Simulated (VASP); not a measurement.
H13O6F, 20 atoms in the cell. The cell holds a disordered packing, 20 atoms: a = 6.528 Å, b = 6.528 Å, c = 6.528 Å, α = 90.00°, β = 90.00°, γ = 90.00°. 

| Quantity | Value |
| --- | --- |
| Program | VASP 6.6.1 |
| Task | single point |
| Functional | r2SCAN |
| Potentials or basis | VASP PAW PBE potentials, release 64 (O, H, F) |
| Cutoff | 520 eV |
| k mesh | 1 × 1 × 1 |
| Occupations | fermi-dirac, width 0.02 eV |
| Spin | no spin polarisation |
| Dipole correction | no |
| Further INCAR settings | LREAL = Auto; ALGO = Normal; EDIFF = 1e-06; NBANDS = 44 |

Potentials or basis: VASP PAW PBE potentials, release 64 (O, H, F).

Launch:

```sh
$ cat potpaw_PBE.64/O/POTCAR potpaw_PBE.64/H/POTCAR potpaw_PBE.64/F/POTCAR > POTCAR
$ cp INCAR.step1 INCAR
$ mpirun -np 1 vasp_gam > vasp.out
$ cp INCAR.step2 INCAR
$ mpirun -np 1 vasp_gam > vasp.out
```

Hardware: 1 thread of Intel(R) Xeon(R) Platinum 8488C (Sapphire Rapids), on a shared host.

Question: Estimate the wall time of this run.

Answer: Wall time 120 s on 1 thread of Intel(R) Xeon(R) Platinum 8488C (Sapphire Rapids), with other jobs on the host, peak memory 0.36 GiB. Counts: k points 1.
